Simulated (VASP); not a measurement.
# Ge (P6_3/mmc) in VASP: further runs

Runs on Ge. Level: PBE. Tasks: single point.

Program: VASP 6.6.1. These are calculated values, not measurements. Logs are shortened: lines on timing, memory, paths and dates and some standing lists are left out, and cuts for length are marked.

### Step 1. The cell of the first run

The structure is hexagonal, space group P6_3/mmc (No. 194). The conventional cell has a = 2.682 Å, b = 2.682 Å, c = 4.392 Å, α = 90.00°, β = 90.00°, γ = 120.00°. Ge (site symmetry -6m2) has 12 Ge at 2.68 to 2.69 Å within 3.5 Å.

### Step 2. Single point, PBE

INCAR reads:

```
PREC = Accurate ; ENCUT = 520
EDIFF = 1E-7 ; ISMEAR = -1
SIGMA = 0.08 ; LREAL = F
LASPH = T ; NELM = 60
ALGO = Normal ; ISIF = 2
LWAVE = F ; LCHARG = F
GGA = PE ; NBANDS = 21
```

KPOINTS reads:

```
Automatic mesh
0
Gamma
  16 16 9
```

POSCAR reads:

```
Ge
1.0
    2.6824111805      0.0000000000      0.0000000000
   -1.3412055903      2.3230362258      0.0000000000
    0.0000000000      0.0000000000      4.3915298158
Ge
2
Direct
    0.3333333333      0.6666666667      0.2500000000
    0.6666666667      0.3333333333      0.7500000000
```

Potentials or basis: VASP PAW PBE potentials, release 64 (Ge_d).

Started as:

```console
cat potpaw_PBE.64/Ge_d/POTCAR > POTCAR
mpirun -np 1 vasp_std > vasp.out
```

OUTCAR:

```text
PREC = Accurate
   ENCUT = 520
   EDIFF = 1E-7
   ISMEAR = -1
   LREAL = F
   LASPH = T
   NELM = 60
   ISIF = 2
   GGA = PE

 ion  position               nearest neighbor table
   1  0.333  0.667  0.250-   2 2.69   2 2.69   2 2.69   2 2.69   2 2.69   2 2.69
   2  0.667  0.333  0.750-   1 2.69   1 2.69   1 2.69   1 2.69   1 2.69   1 2.69

  LATTYP: Found a hexagonal cell.
 ALAT       =     2.6824111805
 C/A-ratio  =     1.6371575871

  Lattice vectors:

 A1 = (   2.6824111805,   0.0000000000,   0.0000000000)
 A2 = (  -1.3412055903,   2.3230362258,   0.0000000000)
 A3 = (   0.0000000000,   0.0000000000,   4.3915298158)

Analysis of symmetry for initial positions (statically):
=====================================================================
 Subroutine PRICEL returns:
 Original cell was already a primitive cell.

 Routine SETGRP: Setting up the symmetry group for a
 hexagonal supercell.

 Subroutine GETGRP returns: Found 24 space group operations
 (whereof 12 operations were pure point group operations)
 out of a pool of 24 trial point group operations.

The static configuration has the point symmetry D_3d.
 The point group associated with its full space group is D_6h.

Analysis of symmetry for dynamics (positions and initial velocities):
=====================================================================
 Subroutine PRICEL returns:
 Original cell was already a primitive cell.

 Routine SETGRP: Setting up the symmetry group for a
 hexagonal supercell.

 Subroutine GETGRP returns: Found 24 space group operations
 (whereof 12 operations were pure point group operations)
 out of a pool of 24 trial point group operations.

The dynamic configuration has the point symmetry D_3d.
 The point group associated with its full space group is D_6h.

 Subroutine INISYM returns: Found 24 space group operations
 (whereof 12 operations are pure point group operations),
 and found     1 'primitive' translations

----------------------------------------------------------------------------------------

                                     Primitive cell

  volume of cell :      27.3651

  direct lattice vectors                    reciprocal lattice vectors
     2.682411180  0.000000000  0.000000000     0.372798923  0.215235559  0.000000000
    -1.341205590  2.323036226  0.000000000     0.000000000  0.430471117  0.000000000
     0.000000000  0.000000000  4.391529816     0.000000000  0.000000000  0.227711081

  length of vectors
     2.682411180  2.682411181  4.391529816     0.430471117  0.430471117  0.227711081

  position of ions in fractional coordinates (direct lattice)
     0.333333333  0.666666667  0.250000000
     0.666666667  0.333333333  0.750000000

  ion indices of the primitive-cell ions
   primitive index   ion index
                 1           1
                 2           2

----------------------------------------------------------------------------------------

 KPOINTS: Automatic mesh

Automatic generation of k-mesh.
 Grid dimensions read from file:
 generate k-points for:   16   16    9

 Generating k-lattice:

  Cartesian coordinates                     Fractional coordinates (reciprocal lattice)
     0.023299933  0.013452222  0.000000000     0.062500000  0.000000000  0.000000000
     0.000000000  0.026904445  0.000000000     0.000000000  0.062500000  0.000000000
     0.000000000  0.000000000  0.025301231     0.000000000  0.000000000  0.111111111

  Length of vectors
     0.026904445  0.026904445  0.025301231

  Shift w.r.t. Gamma in fractional coordinates (k-lattice)
     0.000000000  0.000000000  0.000000000

 Subroutine IBZKPT returns following result:
 ===========================================

 Found    150 irreducible k-points:

 Following reciprocal coordinates:
            Coordinates               Weight
  0.000000  0.000000  0.000000      1.000000
  0.062500  0.000000  0.000000      6.000000
  0.125000  0.000000  0.000000      6.000000
  0.187500 -0.000000  0.000000      6.000000
  0.250000  0.000000  0.000000      6.000000
  0.312500  0.000000  0.000000      6.000000
[... 16 lines left out ...]
  0.187500  0.187500  0.000000      6.000000
  0.250000  0.187500  0.000000     12.000000
 [... further k-points ...]
   k-points           NKPTS =    150   k-points in BZ     NKDIM =    150   number of bands    NBANDS=     21
   number of dos      NEDOS =    301   number of ions     NIONS =      2
   total plane-waves  NPLWV =  14400
   dimension x,y,z NGX =    20 NGY =   20 NGZ =   36
   dimension x,y,z NGXF=    40 NGYF=   40 NGZF=   72
   ions per type =               2
   NGX,Y,Z   is equivalent  to a cutoff of  12.40, 12.40, 13.63 a.u.
   NGXF,Y,Z  is equivalent  to a cutoff of  24.79, 24.79, 27.26 a.u.
 SYSTEM =  unknown system
   PREC   = accura    normal or accurate (medium, high low for compatibility)
   ISTART =      0    job   : 0-new  1-cont  2-samecut
   ICHARG =      2    charge: 1-file 2-atom 10-const
   ISPIN  =      1    spin polarized calculation?
   LNONCOLLINEAR =      F non collinear calculations
   LSORBIT =      F    spin-orbit coupling
   LASPH  =      T    aspherical Exc in radial PAW
   ENCUT  =  520.0 eV  38.22 Ry    6.18 a.u.   4.99  4.99  8.17*2*pi/ulx,y,z
   NELM   =     60;   NELMIN=  2; NELMDL= -5     # of ELM steps
   EDIFF  = 0.1E-06   stopping-criterion for ELM
   LREAL  =      F    real-space projection
   EDIFFG = 0.1E-05   stopping-criterion for IOM
   NSW    =      0    number of steps for IOM
   IBRION =     -1    ionic relax: 0-MD 1-quasi-New 2-CG
   NFREE  =      0    steps in history (QN), initial steepest desc. (CG)
   ISIF   =      2    stress and relaxation
   ISYM   =      2    0-nonsym 1-usesym 2-fastsym
   POTIM  = 0.5000    time-step for ionic-motion
   TEBEG  =    0.0;   TEEND  =   0.0 temperature during run
   PSTRESS=    0.0 pullay stress
   NELECT =      28.0000    total number of electrons
   NUPDOWN=      -1.0000    fix difference up-down
   EMIN   =  10.00;   EMAX   =-10.00  energy-range for DOS
   EFERMI =   0.00;   METHOD = LEGACY
   ISMEAR =    -1;   SIGMA  =   0.08  broadening in eV -4-tet -1-fermi 0-gaus
   EFERMI_NEDOS =   21; number of points for ismear=-14 and -15
   IALGO  =     38    algorithm
   IMIX   =      4    mixing-type and parameters
     AMIX     =   0.40;   BMIX     =  1.00
     AMIX_MAG =   1.60;   BMIX_MAG =  1.00
  volume/ion in A,a.u.               =      13.68        92.33
  Fermi-wavevector in a.u.,A,eV,Ry     =   1.649663  3.117410 37.026712  2.721387
  Thomas-Fermi vector in A             =   2.738744
   LORBIT       =      0    0 simple, 1 ext, 2 COOP (PROOUT), +10 PAW based schemes
   GGA     = PE    functional components
   LHFCALC =     F    Hartree Fock is set to
   AEXX    =    0.0000 exact exchange contribution
   IVDW    =     0    specifies the selected vdW correction
   LEPSILON=     F    determine dielectric tensor
   LRPA    =     F    only Hartree local field effects (RPA)
 non-spin polarized calculation
  energy-cutoff  :      520.00
  volume of cell :       27.37
 maximum number of plane-waves:       759
 NGX is ok and might be reduce to    20
   NGX =  9   NGY =  9   NGZ = 17

 number of electron      28.0000007 magnetization

 Free energy of the ion-electron system (eV)
  ---------------------------------------------------
  ext. energy  EPLUGINS =         0.00000000
  ---------------------------------------------------
  free energy    TOTEN  =        -7.14662800 eV

  energy without entropy =       -7.13173003  energy(sigma->0) =       -7.13917901

 E-fermi :  10.9728     XC(G=0): -13.0120

 val. band max:       10.9687924393   @ k =   0.1875   0.1875   0.4444
 cond. band min:      10.9731667048   @ k =   0.2500   0.1875   0.3333
 fundamental gap:      0.0043742655
 Fermi energy:        10.9727700452

 k-point     1 :       0.0000    0.0000    0.0000
  band No.  band energies     occupation
      1     -14.2343      2.00000
      2     -14.1892      2.00000
      3     -14.1711      2.00000
      4     -14.1711      2.00000
      5     -14.1495      2.00000
      6     -14.1495      2.00000
[... 13 lines left out ...]
     20      25.3678      0.00000
     21      28.2004      0.00000

 k-point     2 :       0.0625    0.0000    0.0000
  band No.  band energies     occupation
      1     -14.2306      2.00000
      2     -14.1935      2.00000
      3     -14.1640      2.00000
      4     -14.1626      2.00000
      5     -14.1488      2.00000
      6     -14.1414      2.00000
[... 13 lines left out ...]
     20      26.0360      0.00000
     21      27.5663      0.00000

 k-point     3 :       0.1250    0.0000    0.0000
  band No.  band energies     occupation
      1     -14.2312      2.00000
      2     -14.1934      2.00000
      3     -14.1558      2.00000
      4     -14.1382      2.00000
      5     -14.1364      2.00000
      6     -14.1183      2.00000
[... 13 lines left out ...]
     20      26.4363      0.00000
     21      27.2140      0.00000

 k-point     4 :       0.1875   -0.0000    0.0000
  band No.  band energies     occupation
      1     -14.2497      2.00000
      2     -14.1799      2.00000
      3     -14.1543      2.00000
      4     -14.1399      2.00000
      5     -14.1260      2.00000
      6     -14.1040      2.00000
[... 13 lines left out ...]
     20      25.6391      0.00000
     21      27.4905      0.00000

 k-point     5 :       0.2500    0.0000    0.0000
  band No.  band energies     occupation
      1     -14.2750      2.00000
      2     -14.1810      2.00000
      3     -14.1688      2.00000
      4     -14.1409      2.00000
      5     -14.1356      2.00000
      6     -14.0641      2.00000
[... 13 lines left out ...]
     20      25.2757      0.00000
     21      27.0313      0.00000

 k-point     6 :       0.3125    0.0000    0.0000
  band No.  band energies     occupation
      1     -14.3003      2.00000
      2     -14.2001      2.00000
      3     -14.1915      2.00000
      4     -14.1551      2.00000
      5     -14.1096      2.00000
      6     -14.0537      2.00000
[... 13 lines left out ...]
     20      24.8220      0.00000
     21      26.3699      0.00000

 k-point     7 :       0.3750   -0.0000    0.0000
  band No.  band energies     occupation
      1     -14.3215      2.00000
      2     -14.2281      2.00000
      3     -14.2023      2.00000
      4     -14.1666      2.00000
      5     -14.0872      2.00000
      6     -14.0705      2.00000
[... 13 lines left out ...]
     20      24.3974      0.00000
     21      25.8991      0.00000
[... 291 lines left out ...]
      1     -14.2850      2.00000
      2     -14.2361      2.00000
      3     -14.1813      2.00000
      4     -14.1651      2.00000
      5     -14.0967      2.00000
      6     -14.0727      2.00000
[... 13 lines left out ...]
     20      22.5178      0.00000
     21      29.2234      0.00000

 k-point    21 :       0.3750    0.1250    0.0000
  band No.  band energies     occupation
      1     -14.2977      2.00000
      2     -14.2547      2.00000
      3     -14.1816      2.00000
      4     -14.1678      2.00000
      5     -14.0850      2.00000
      6     -14.0779      2.00000
[... 13 lines left out ...]
     20      22.2331      0.00000
     21      29.6005      0.00000

 k-point    22 :       0.4375    0.1250    0.0000
  band No.  band energies     occupation
      1     -14.3021      2.00000
      2     -14.2612      2.00000
      3     -14.1822      2.00000
      4     -14.1684      2.00000
      5     -14.0894      2.00000
      6     -14.0701      2.00000
[... 13 lines left out ...]
     20      22.1377      0.00000
     21      29.5698      0.00000

 k-point    23 :       0.1875    0.1875    0.0000
  band No.  band energies     occupation
      1     -14.2222      2.00000
      2     -14.2177      2.00000
      3     -14.2053      2.00000
      4     -14.1590      2.00000
      5     -14.1053      2.00000
      6     -14.0767      2.00000
[... 13 lines left out ...]
     20      25.5499      0.00000
     21      26.6485      0.00000

 k-point    24 :       0.2500    0.1875    0.0000
  band No.  band energies     occupation
      1     -14.2376      2.00000
      2     -14.2331      2.00000
      3     -14.1919      2.00000
      4     -14.1625      2.00000
      5     -14.0951      2.00000
      6     -14.0689      2.00000
[... 13 lines left out ...]
     20      25.4847      0.00000
     21      28.7607      0.00000

 [... further k-points ...]
[... 5 lines left out ...]
  --------------------------------------------------------------------------------------
  -------------------------------------------------------------------------------------
  Total        8.2396644      8.2396644      8.2390950     -0.0000000     -0.0000000     -0.0000000
  in kB      482.4173724    482.4173725    482.3840304     -0.0000000     -0.0000000     -0.0000000
  external PRESSURE =     482.4062584 kB  Pullay stress =       0.0000000 kB

 VOLUME and BASIS-vectors are now :
 -----------------------------------------------------------------------------
  energy-cutoff  :      520.00
  volume of cell :       27.37
      direct lattice vectors                 reciprocal lattice vectors
     2.682411180  0.000000000  0.000000000     0.372798923  0.215235559  0.000000000
    -1.341205590  2.323036226  0.000000000     0.000000000  0.430471117  0.000000000
     0.000000000  0.000000000  4.391529816     0.000000000  0.000000000  0.227711081

 POSITION                                       TOTAL-FORCE (eV/Angst)
 -----------------------------------------------------------------------------------
     -0.00000      1.54869      1.09788         0.000000     -0.000000      0.000000
      1.34121      0.77435      3.29365        -0.000000      0.000000      0.000000
 -----------------------------------------------------------------------------------
    total drift:                                0.000000     -0.000000      0.000000

  FREE ENERGIE OF THE ION-ELECTRON SYSTEM (eV)
  ---------------------------------------------------
  free  energy   TOTEN  =        -7.1466280033 eV

  energy  without entropy=       -7.1317300255  energy(sigma->0) =       -7.13917901
```

Run time: 68 s. Hardware: 1 thread of Intel Xeon Platinum 8175M at 2.50GHz (Skylake/Cascade Lake), shared host; peak memory 0.19 GiB.

Results:

```
Free energy            : -7.1466 eV
Pressure               : 48.2 GPa
Band gap on the k mesh : zero (band 14 reaches 20.24 eV, above the bottom of band 15 at 7.11 eV)
```

### Step 3. Single point, PBE

INCAR reads:

```
SYSTEM = Ge
  PREC = Accurate
  ENCUT = 520
  EDIFF = 1E-6
  ISMEAR = -1
  SIGMA = 0.08
  LREAL = .False.
  LASPH = .True.
  NELM = 60
  ALGO = Normal
  ISIF = 2
  LWAVE = .False.
  LCHARG = .True.
  GGA = PE
  LELF = .True.
  LVHAR = .True.
  NBANDS = 21
```

KPOINTS reads:

```
Automatic mesh
0
Gamma
  16 16 9
  0 0 0
```

POSCAR reads:

```
Ge
1.0
    2.6827615703      0.0000000000      0.0000000000
   -1.3413807852      2.3233396722      0.0000000000
    0.0000000000      0.0000000000      4.3922995869
Ge
2
Direct
    0.3333333333      0.6666666667      0.2500000000
    0.6666666667      0.3333333333      0.7500000000
```

Potentials or basis: VASP PAW PBE potentials, release 64 (Ge_d).

Started as:

```console
cat potpaw_PBE.64/Ge_d/POTCAR > POTCAR
mpirun -np 1 vasp_std > vasp.out
```

Run time: 58 s. Hardware: 1 thread of Intel Xeon Platinum 8175M at 2.50GHz (Skylake/Cascade Lake), shared host; peak memory 0.19 GiB.

The run converged. Its results:

* Free energy: -7.1502 eV
* Pressure: 47.9 GPa
* Band gap on the k mesh: zero (band 14 reaches 20.23 eV, above the bottom of band 15 at 7.10 eV)

Levels at points of the mesh, in eV from the Fermi level:
```csv
k point,band 11,band 12,band 13,band 14,band 15,band 16,band 17,band 18
"(0.00, 0.00, 0.00)",-16.48,-8.85,-7.94,9.18,9.18,11.58,11.58,12.58
"(0.50, 0.00, 0.00)",-9.70,-8.85,-2.12,-2.00,-1.77,0.78,3.18,7.36
```
